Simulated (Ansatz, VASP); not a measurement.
**One calculation of Al3BN2, two programs**

```
Al B N
1.0
     3.10094    0.00000    0.00000
    -1.55047    2.68549    0.00000
     0.00000    0.00000    8.51900
Al B N
3 1 2
Direct
  0.66667 0.33333 0.67579
  0.00000 0.00000 0.97590
  0.33333 0.66667 0.37756
  0.00000 0.00000 0.22740
  0.66667 0.33333 0.89540
  0.33333 0.66667 0.59794
```

Alike in both runs: task single point; functional PBE; k mesh 6 × 6 × 2; occupations gaussian, width 0.1 eV; no spin polarisation.

|  | VASP | Ansatz |
| --- | --- | --- |
| version | VASP 6.6.1 | Ansatz 0.2.0 |
| potentials or method | VASP PAW PBE potentials, release 64 (Al, B, N), cutoff 600 eV | scalar-relativistic, plane waves, PAW |
| valence electrons in the cell | 22 | 22 |

|  | VASP | Ansatz | Ansatz less VASP |
| --- | --- | --- | --- |
| gap on the k mesh at the Fermi level (eV) | none | none | - |
| pressure (GPa) | 0.5 | 0.7 | +0.25 |
| traceless stress, the component that is largest in VASP (GPa) | -0.68 | -0.67 | +0.009 |
| rms of the force components (eV/Å) | 0.034 | 0.037 | +0.0022 |

Atom by atom the forces differ by 0.003 eV/Å (rms over components). A gap of «none» marks a metal or a gap that the smearing closes.

The k mesh is coarse, so the values compare programs but aren't converged.
